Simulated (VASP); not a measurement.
Crystal: MnSn3.

```
CELL_PARAMETERS angstrom
0.00000 3.59620 3.59620
3.59620 0.00000 3.59620
3.59620 3.59620 0.00000
ATOMIC_POSITIONS crystal
Sn 0.25000 0.25000 0.25000
Sn 0.75000 0.75000 0.75000
Sn 0.50000 0.50000 0.50000
Mn 0.00000 0.00000 0.00000
```

Base run:

| Item | Value |
| --- | --- |
| Program | VASP 6.6.1 |
| Functional | r2SCAN |
| Potentials or basis | VASP PAW PBE potentials, release 64 (Sn_d, Mn_pv) |
| Cutoff | 520 eV |
| k mesh | 10 × 10 × 10 |
| Occupations | gaussian, width 0.1 eV |
| Spin | collinear spin, ferromagnetic start |
| Starting moments | [0.0, 0.0, 0.0, 4.0] μB |

Its results: pressure 3.4 GPa; net moment 4.14 μB per cell; site moments Sn -0.10, +0.01 (each value once); Mn +4.20 μB.

Problem. The run is repeated on the same cell with these changes: functional from r2SCAN to PBEsol; moments at the start from [0.0, 0.0, 0.0, 4.0] to [0.0, 0.0, 0.0, 0.5]. What comes out?

Solution. Pressure -7.0 GPa; net moment -0.11 μB per cell; site moments Sn +0.01, -0.00 (each value once); Mn -0.16 μB.

Caveats: the PAW data sets were made with another functional, which shifts forces and pressure a little; the cell stands under pressure (at least some runs); the cell stands under tension (at least some runs).
